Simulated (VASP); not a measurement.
Wanted: the native input for a VASP 6.6.1 run.

```yaml
Task: single point
Functional: PBE
Potentials_or_basis: VASP PAW PBE potentials, release 64 (Ti_sv, C)
Cutoff: 520 eV
k_mesh: 14 × 14 × 14
Occupations: gaussian, width 0.15 eV
Spin: no spin polarisation
Dipole_correction: no
Further_INCAR_settings: ALGO = Normal; EDIFF = 1e-06; NBANDS = 42
```

The structure of TiC lies in POSCAR:

```
TiC
1.0
    4.3329230482      0.0000000000      0.0000000000
    0.0000000000     -4.3329230482      0.0000000000
    0.0000000000      0.0000000000     -4.3329230482
Ti C
4 4
Direct
    0.0000000000      1.0000000000      1.0000000000
    0.5000000000      0.5000000000      1.0000000000
    0.5000000000      1.0000000000      0.5000000000
    0.0000000000      0.5000000000      0.5000000000
    0.5000000000      0.0000000000      0.0000000000
    0.0000000000      0.5000000000      0.0000000000
    0.0000000000      0.0000000000      0.5000000000
    0.5000000000      0.5000000000      0.5000000000
```

One way to write it, as run:

INCAR

```
SYSTEM = TiC
  ALGO = Normal
  EDIFF = 1E-6
  ENCUT = 520
  GGA = PE
  ISIF = 2
  ISMEAR = 0
  LASPH = .TRUE.
  LCHARG = .FALSE.
  LREAL = .FALSE.
  LWAVE = .FALSE.
  NBANDS = 42
  NELM = 80
  PREC = Accurate
  SIGMA = 0.15
```

KPOINTS

```
k-points
0
G
  14 14 14
  0 0 0
```

Potentials or basis: VASP PAW PBE potentials, release 64 (Ti_sv, C).

Command:

```console
$ cat potpaw_PBE.64/Ti_sv/POTCAR potpaw_PBE.64/C/POTCAR > POTCAR
$ mpirun -np 1 vasp_std > vasp.out
```

It gave:

```json
{"Pressure": "0.3 GPa", "Band gap on the k mesh": "zero (bands 32 and 33 overlap by 0.74 eV)"}
```

Run time: 9.2 min on 1 thread of Intel Xeon 8259CL (shared host), peak memory 0.4 GiB.
